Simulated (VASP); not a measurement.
# Mg (P6_3/mmc) in VASP: a series of runs

Mg is run at these levels: LDA; tasks: single point, relaxation of cell and atoms.

Program: VASP 6.6.1. These are calculated values, not measurements. Logs are shortened: lines on timing, memory, paths and dates and some standing lists are left out, and cuts for length are marked.

## 1. The cell of the first run

It takes space group P6_3/mmc (No. 194, hexagonal). Conventional cell: a = 3.209 Å, b = 3.209 Å, c = 5.210 Å, α = 90.00°, β = 90.00°, γ = 120.00°. Mg (site symmetry -6m2) has 12 Mg at 3.20 to 3.21 Å within 4.2 Å.

## 2. Single point, LDA

Contents of INCAR:

```
PREC = Accurate ; ENCUT = 520
EDIFF = 1E-6 ; ISMEAR = 0
SIGMA = 0.1 ; LREAL = F
LASPH = T ; NELM = 80
ALGO = Fast ; ISIF = 2
LWAVE = F ; LCHARG = F
NBANDS = 9
```

Contents of KPOINTS:

```
regular mesh
0
Gamma
  6 6 4
```

Contents of POSCAR:

```
Mg
1.0
    3.2093000000      0.0000000000      0.0000000000
   -1.6046500000      2.7793353300      0.0000000000
    0.0000000000      0.0000000000      5.2103000000
Mg
2
Direct
    0.3333333300      0.6666666700      0.2500000000
    0.6666666700      0.3333333300      0.7500000000
```

Potentials or basis: VASP PAW LDA potentials, release 64 (Mg).

Launch:

```bash
$ cat potpaw_LDA.64/Mg/POTCAR > POTCAR
$ mpirun -np 1 vasp_std > vasp.out
```

OUTCAR:

```text
PREC = Accurate
   ENCUT = 520
   EDIFF = 1E-6
   ISMEAR = 0
   LREAL = F
   LASPH = T
   NELM = 80
   ISIF = 2

 ion  position               nearest neighbor table
   1  0.333  0.667  0.250-   2 3.20   2 3.20   2 3.20   2 3.20   2 3.20   2 3.20
   2  0.667  0.333  0.750-   1 3.20   1 3.20   1 3.20   1 3.20   1 3.20   1 3.20

  LATTYP: Found a hexagonal cell.
 ALAT       =     3.2093000000
 C/A-ratio  =     1.6235004518

  Lattice vectors:

 A1 = (   3.2093000000,   0.0000000000,   0.0000000000)
 A2 = (  -1.6046500000,   2.7793353300,   0.0000000000)
 A3 = (   0.0000000000,   0.0000000000,   5.2103000000)

Analysis of symmetry for initial positions (statically):
=====================================================================
 Subroutine PRICEL returns:
 Original cell was already a primitive cell.

 Routine SETGRP: Setting up the symmetry group for a
 hexagonal supercell.

 Subroutine GETGRP returns: Found 24 space group operations
 (whereof 12 operations were pure point group operations)
 out of a pool of 24 trial point group operations.

The static configuration has the point symmetry D_3d.
 The point group associated with its full space group is D_6h.

Analysis of symmetry for dynamics (positions and initial velocities):
=====================================================================
 Subroutine PRICEL returns:
 Original cell was already a primitive cell.

 Routine SETGRP: Setting up the symmetry group for a
 hexagonal supercell.

 Subroutine GETGRP returns: Found 24 space group operations
 (whereof 12 operations were pure point group operations)
 out of a pool of 24 trial point group operations.

The dynamic configuration has the point symmetry D_3d.
 The point group associated with its full space group is D_6h.

 Subroutine INISYM returns: Found 24 space group operations
 (whereof 12 operations are pure point group operations),
 and found     1 'primitive' translations

----------------------------------------------------------------------------------------

                                     Primitive cell

  volume of cell :      46.4744

  direct lattice vectors                    reciprocal lattice vectors
     3.209300000  0.000000000  0.000000000     0.311594429  0.179899127  0.000000000
    -1.604650000  2.779335330  0.000000000     0.000000000  0.359798254  0.000000000
[... 84 lines left out ...]
   NSW    =      0    number of steps for IOM
   IBRION =     -1    ionic relax: 0-MD 1-quasi-New 2-CG
   NFREE  =      0    steps in history (QN), initial steepest desc. (CG)
   ISIF   =      2    stress and relaxation
   ISYM   =      2    0-nonsym 1-usesym 2-fastsym
   POTIM  = 0.5000    time-step for ionic-motion
   TEBEG  =    0.0;   TEEND  =   0.0 temperature during run
   PSTRESS=    0.0 pullay stress
   NELECT =       4.0000    total number of electrons
   NUPDOWN=      -1.0000    fix difference up-down
   EMIN   =  10.00;   EMAX   =-10.00  energy-range for DOS
   EFERMI =   0.00;   METHOD = LEGACY
   ISMEAR =     0;   SIGMA  =   0.10  broadening in eV -4-tet -1-fermi 0-gaus
   EFERMI_NEDOS =   21; number of points for ismear=-14 and -15
   IALGO  =     68    algorithm
   IMIX   =      4    mixing-type and parameters
     AMIX     =   0.40;   BMIX     =  1.00
     AMIX_MAG =   1.60;   BMIX_MAG =  1.00
  volume/ion in A,a.u.               =      23.24       156.81
  Fermi-wavevector in a.u.,A,eV,Ry     =   0.722809  1.365911  7.108401  0.522453
  Thomas-Fermi vector in A             =   1.812866
   LORBIT       =      0    0 simple, 1 ext, 2 COOP (PROOUT), +10 PAW based schemes
   GGA     = CA    functional components
   LHFCALC =     F    Hartree Fock is set to
   AEXX    =    0.0000 exact exchange contribution
   IVDW    =     0    specifies the selected vdW correction
   LEPSILON=     F    determine dielectric tensor
   LRPA    =     F    only Hartree local field effects (RPA)
 non-spin polarized calculation
 RMM-DIIS sequential band-by-band and
 Gauss-broadening in eV      SIGMA  =   0.10
  energy-cutoff  :      520.00
  volume of cell :       46.47
 maximum number of plane-waves:      1272
 NGX is ok and might be reduce to    24
   NGX = 11   NGY = 11   NGZ = 19

 number of electron       4.0000000 magnetization

 Free energy of the ion-electron system (eV)
  ---------------------------------------------------
  ext. energy  EPLUGINS =         0.00000000
  ---------------------------------------------------
  free energy    TOTEN  =        -3.52374588 eV

  energy without entropy =       -3.51624806  energy(sigma->0) =       -3.51999697

 E-fermi :   2.2829     XC(G=0):  -8.6410

 val. band max:        2.2630385958   @ k =   0.1667   0.1667   0.0000
 cond. band min:       2.2892645422   @ k =   0.3333   0.1667   0.0000
 fundamental gap:      0.0262259464
 Fermi energy:         2.2828837232

 k-point     1 :       0.0000    0.0000    0.0000
  band No.  band energies     occupation
      1      -4.4604      2.00000
      2       0.7782      2.00000
      3       1.1286      2.00000
      4      13.2338      0.00000
      5      13.2338      0.00000
      6      13.2484      0.00000
      7      13.2484      0.00000
      8      14.1574      0.00000
      9      15.6671      0.00000
[... 229 lines left out ...]
 k-point    21 :       0.3333    0.3333    0.5000
  band No.  band energies     occupation
      1       2.6266      0.00000
      2       2.6266      0.00000
      3       3.1189      0.00000
      4       3.1189      0.00000
      5       3.8463      0.00000
      6       3.8463      0.00000
      7      13.0689      0.00000
      8      13.0689      0.00000
      9      13.4590      0.00000

------------------------ aborting loop because EDIFF is reached ----------------------------------------

  FORCE on cell =-STRESS in cart. coord.  units (eV):
  Direction    XX          YY          ZZ          XY          YZ          ZX
  --------------------------------------------------------------------------------------
  -------------------------------------------------------------------------------------
  Total       -0.7982927     -0.7982927     -0.8375921      0.0000000     -0.0000000     -0.0000000
  in kB      -27.5206540    -27.5206541    -28.8754779      0.0000000     -0.0000000     -0.0000000
  external PRESSURE =     -27.9722620 kB  Pullay stress =       0.0000000 kB

 VOLUME and BASIS-vectors are now :
 -----------------------------------------------------------------------------
  energy-cutoff  :      520.00
  volume of cell :       46.47
      direct lattice vectors                 reciprocal lattice vectors
     3.209300000  0.000000000  0.000000000     0.311594429  0.179899127  0.000000000
    -1.604650000  2.779335330  0.000000000     0.000000000  0.359798254  0.000000000
     0.000000000  0.000000000  5.210300000     0.000000000  0.000000000  0.191927528

 POSITION                                       TOTAL-FORCE (eV/Angst)
 -----------------------------------------------------------------------------------
     -0.00000      1.85289      1.30258        -0.000000      0.000000      0.000000
      1.60465      0.92645      3.90773         0.000000     -0.000000      0.000000
 -----------------------------------------------------------------------------------
    total drift:                                0.000000     -0.000000      0.000000

  FREE ENERGIE OF THE ION-ELECTRON SYSTEM (eV)
  ---------------------------------------------------
  free  energy   TOTEN  =        -3.5237458820 eV

  energy  without entropy=       -3.5162480552  energy(sigma->0) =       -3.51999697
```

stdout:

```text
POSCAR found type information on POSCAR Mg
 POSCAR found :  1 types and       2 ions
 scaLAPACK will be used
 LDA part: xc-table for (Slater(with rela. corr.)+CA(PZ))
 , standard interpolation
 POSCAR, INCAR and KPOINTS ok, starting setup
 FFT: planning ... GRIDC
 FFT: planning ... GRID_SOFT
 FFT: planning ... GRID
 WAVECAR not read
 entering main loop
```

It took 2.4 s on 1 thread of Intel Xeon 6975P-C (Granite Rapids), shared host; peak memory 0.13 GiB.

What came out:

```yaml
Free_energy: -3.5237 eV
Pressure: -2.8 GPa
Band_gap_on_the_k_mesh: zero (band 2 reaches 2.76 eV, above the bottom of band 3 at 1.13 eV)
```

Levels at points of the mesh, in eV from the Fermi level:
```csv
k point,band 1,band 2,band 3,band 4,band 5
"(0.00, 0.00, 0.00)",-6.74,-1.50,-1.15,10.95,10.95
"(0.50, 0.00, 0.00)",-2.01,-1.97,2.76,3.19,3.32
"(0.00, 0.00, 0.50)",-5.37,-5.37,5.10,5.10,11.69
"(0.50, 0.00, 0.50)",-0.94,-0.94,-0.35,-0.35,8.03
```

Caveat: the k points lie up to 0.38 Å⁻¹ apart.

## 3. Single point, LDA

This run uses another cell than the first one, of 21.62 Å³/atom, 0.930 times its volume.

Contents of INCAR:

```
SYSTEM = Mg
PREC = Accurate
ENCUT = 520
EDIFF = 1E-6
ISMEAR = 0
SIGMA = 0.1
LREAL = .FALSE.
LASPH = .TRUE.
NELM = 80
ALGO = Normal
ISIF = 2
LWAVE = .FALSE.
LCHARG = .FALSE.
GGA = CA
NBANDS = 9
```

Contents of KPOINTS:

```
Automatic mesh
0
G
  12 12 6
  0 0 0
```

Contents of POSCAR:

```
Mg
1.0
    3.1477141245      0.0000000000      0.0000000000
   -1.5738570622      2.7260003956      0.0000000000
    0.0000000000      0.0000000000      5.0396337581
Mg
2
Direct
    0.3333333333      0.6666666667      0.2500000000
    0.6666666667      0.3333333333      0.7500000000
```

Potentials or basis: VASP PAW LDA potentials, release 64 (Mg).

Launch:

```bash
$ cat potpaw_LDA.64/Mg/POTCAR > POTCAR
$ mpirun -np 1 vasp_std > vasp.out
```

Wall time 6.1 s (1 thread of Intel Xeon 6975P-C (Granite Rapids), shared host); peak memory 0.15 GiB.

Results (log left out):

```yaml
Free_energy: -3.6262 eV
Pressure: -0.3 GPa
Band_gap_on_the_k_mesh: zero (band 2 reaches 3.77 eV, above the bottom of band 3 at 1.65 eV)
```

Levels at points of the mesh, in eV from the Fermi level:
| k point | band 1 | band 2 | band 3 | band 4 | band 5 |
| --- | --- | --- | --- | --- | --- |
| (0.00, 0.00, 0.00) | -7.10 | -1.59 | -1.06 | 11.17 | 11.17 |
| (0.50, 0.00, 0.00) | -2.18 | -2.17 | 2.84 | 3.20 | 3.59 |
| (0.00, 0.00, 0.50) | -5.63 | -5.63 | 5.49 | 5.49 | 11.94 |
| (0.50, 0.00, 0.50) | -1.08 | -1.08 | -0.39 | -0.39 | 8.28 |

## 4. Single point, LDA

This run uses another cell than the first one, of 21.65 Å³/atom, 0.932 times its volume.

Contents of INCAR:

```
SYSTEM = Mg
PREC = Accurate
ENCUT = 520
EDIFF = 1E-6
ISMEAR = -1
SIGMA = 0.15
LREAL = .FALSE.
LASPH = .TRUE.
NELM = 100
ALGO = Normal
ISIF = 2
LWAVE = .FALSE.
LCHARG = .TRUE.
GGA = CA
LELF = .TRUE.
LVHAR = .TRUE.
NBANDS = 9
```

KPOINTS is that of step 3.

Contents of POSCAR:

```
Mg
1.0
    3.1427261966      0.0000000000      0.0000000000
   -1.5713630983      2.7216807234      0.0000000000
    0.0000000000      0.0000000000      5.0627090404
Mg
2
Direct
    0.3333333333      0.6666666667      0.2500000000
    0.6666666667      0.3333333333      0.7500000000
```

Launch:

```bash
$ cat potpaw_LDA.64/Mg/POTCAR > POTCAR
$ mpirun -np 1 vasp_std > vasp.out
```

It took 6.2 s on 1 thread of Intel Xeon 6975P-C (Granite Rapids), shared host; peak memory 0.15 GiB.

It converged, with:

```
Free energy            : -3.6536 eV
Pressure               : -0.3 GPa
Band gap on the k mesh : zero (band 2 reaches 3.78 eV, above the bottom of band 3 at 1.58 eV)
```

Levels at points of the mesh, in eV from the Fermi level:
| k point | band 1 | band 2 | band 3 | band 4 | band 5 | band 6 | band 7 |
| --- | --- | --- | --- | --- | --- | --- | --- |
| (0.00, 0.00, 0.00) | -7.15 | -1.68 | -1.18 | 11.17 | 11.17 | 11.32 | 11.32 |
| (0.50, 0.00, 0.00) | -2.22 | -2.20 | 2.77 | 3.13 | 3.48 | 3.87 | 7.06 |
| (0.00, 0.00, 0.50) | -5.69 | -5.69 | 5.33 | 5.33 | 11.93 | 11.93 | 11.93 |
| (0.50, 0.00, 0.50) | -1.13 | -1.13 | -0.44 | -0.44 | 8.27 | 8.27 | 8.27 |

## 5. Relaxation of cell and atoms, LDA

This run uses another cell than the first one, of 21.62 Å³/atom, 0.930 times its volume.

Contents of INCAR:

```
  PREC = Accurate
  ENCUT = 600
  EDIFF = 1E-7
  ISMEAR = -1
  SIGMA = 0.15
  LREAL = F
  LASPH = T
  NELM = 100
  ALGO = Fast
  ISIF = 3
  LWAVE = F
  LCHARG = F
  IBRION = 2
  NSW = 80
  EDIFFG = -0.001
```

Contents of KPOINTS:

```
Automatic mesh
0
Gamma
  12 12 6
```

Contents of POSCAR:

```
Mg
1.0
    3.1477141245      0.0000000000      0.0000000000
   -1.5738570622      2.7260003956      0.0000000000
    0.0000000000      0.0000000000      5.0396337581
Mg
2
Direct
    0.3333333333      0.6666666667      0.2500000000
    0.6666666667      0.3333333333      0.7500000000
```

Launch:

```bash
$ cat potpaw_LDA.64/Mg/POTCAR > POTCAR
$ mpirun -np 1 vasp_std > vasp.out
```

Run time: 20 s. Hardware: 1 thread of Intel Xeon 6975P-C (Granite Rapids), shared host; peak memory 0.17 GiB.

Results (log left out):

* Free energy: -3.6541 eV
* Relaxed volume: 21.48 Å³/atom
* Relaxed cell: a = 3.134 Å, b = 3.134 Å, c = 5.049 Å, α = 90.00°, β = 90.00°, γ = 120.00°
* Space group after relaxing (to 0.05 Å): P6_3/mmc (No. 194)
* Energy gained by relaxing: 0.2 meV/atom
* Ionic steps: 5
* Pressure after relaxing: 0.0 GPa
* Band gap on the k mesh: zero (band 2 reaches 3.83 eV, above the bottom of band 3 at 1.63 eV)

Step by step:
```csv
step,energy change (eV),largest force (eV/Å),pressure (GPa),volume (Å³)
1,0.0000,0.0000,-0.27,43.24
2,-0.0004,0.0000,-0.06,43.02
3,-0.0004,0.0000,0.05,42.90
4,-0.0005,0.0000,0.02,42.93
5,-0.0005,0.0000,0.00,42.95
```

Final structure:
```xyz
2
Lattice="3.1341 0.0000 0.0000 -1.5671 2.7142 0.0000 0.0000 0.0000 5.0492" Properties=species:S:1:pos:R:3 pbc="T T T"
Mg    0.0000    1.8095    1.2623
Mg    1.5671    0.9047    3.7869
```

Levels at points of the mesh, in eV from the Fermi level:
```
           k point  band 1  band 2  band 3  band 4  band 5
(0.00, 0.00, 0.00)   -7.19   -1.70   -1.18   11.22   11.22
(0.50, 0.00, 0.00)   -2.23   -2.21    2.79    3.13    3.50
(0.00, 0.00, 0.50)   -5.72   -5.72    5.36    5.36   11.98
(0.50, 0.00, 0.50)   -1.14   -1.14   -0.44   -0.44    8.30
```

## 6. Overview

```tsv
task	cell	k mesh	cutoff (eV)	smearing	gap on the mesh (eV)	pressure (GPa)
single point	a = 3.209, b = 3.209, c = 5.210 Å, angles 90.0, 90.0, 120.0°, 2 atoms	6 × 6 × 4	520	gaussian 0.1 eV	none	-2.8
single point	a = 3.148, b = 3.148, c = 5.040 Å, angles 90.0, 90.0, 120.0°, 2 atoms	12 × 12 × 6	520	gaussian 0.1 eV	none	-0.3
single point	a = 3.143, b = 3.143, c = 5.063 Å, angles 90.0, 90.0, 120.0°, 2 atoms	12 × 12 × 6	520	fermi-dirac 0.15 eV	none	-0.3
relaxation of cell and atoms	relaxed from a = 3.148, b = 3.148, c = 5.040 Å, angles 90.0, 90.0, 120.0°, 2 atoms	12 × 12 × 6	600	fermi-dirac 0.15 eV	none	0.0
```

Alike in all rows: level LDA; potentials or basis VASP PAW LDA potentials, release 64 (Mg); no spin polarisation.

Caveats: some runs use coarse meshes.

Total energies depend on the potentials used, so only differences within one code and one set of settings carry meaning.
